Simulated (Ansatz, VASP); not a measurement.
## Hf3Si2F in VASP and in Ansatz

```
Hf Si F
1.0
    -2.58936    2.58936    4.58721
     2.58936   -2.58936    4.58721
     2.58936    2.58936   -4.58721
Hf Si F
3 2 1
Direct
  0.75000 0.25000 0.50000
  0.25000 0.75000 0.50000
  0.00000 0.00000 0.00000
  0.30408 0.30408 0.00000
  0.69592 0.69592 0.00000
  0.50000 0.50000 0.00000
```

Alike in both runs: functional PBE; k mesh 4 × 4 × 4; occupations gaussian, width 0.1 eV; no spin polarisation.

Ansatz relaxed the structure, and its values are those at the end. VASP's run is a single point on that final structure, the one shown.

```csv
,VASP,Ansatz
version,VASP 6.6.1,Ansatz 0.2.0
potentials or method,"VASP PAW PBE potentials, release 64 (Hf_pv, Si, F), cutoff 520 eV","scalar-relativistic, plane waves, PAW"
valence electrons in the cell,45,93
```

```tsv
	VASP	Ansatz	Ansatz less VASP
gap on the k mesh at the Fermi level (eV)	none	none	-
pressure (GPa)	0.0	0.1	+0.08
rms of the force components (eV/Å)	0.022	0.005	-0.0170
```

A gap of «none» marks a metal or a gap that the smearing closes. With one functional, cell and mesh, what is left measures potentials, basis and numerics. VASP's potentials hold 45 valence electrons a cell and Ansatz's 93, so a difference there can come from the potentials and not from the codes.

The k mesh is coarse, so the values compare programs but aren't converged. Neither program's run includes spin-orbit coupling.
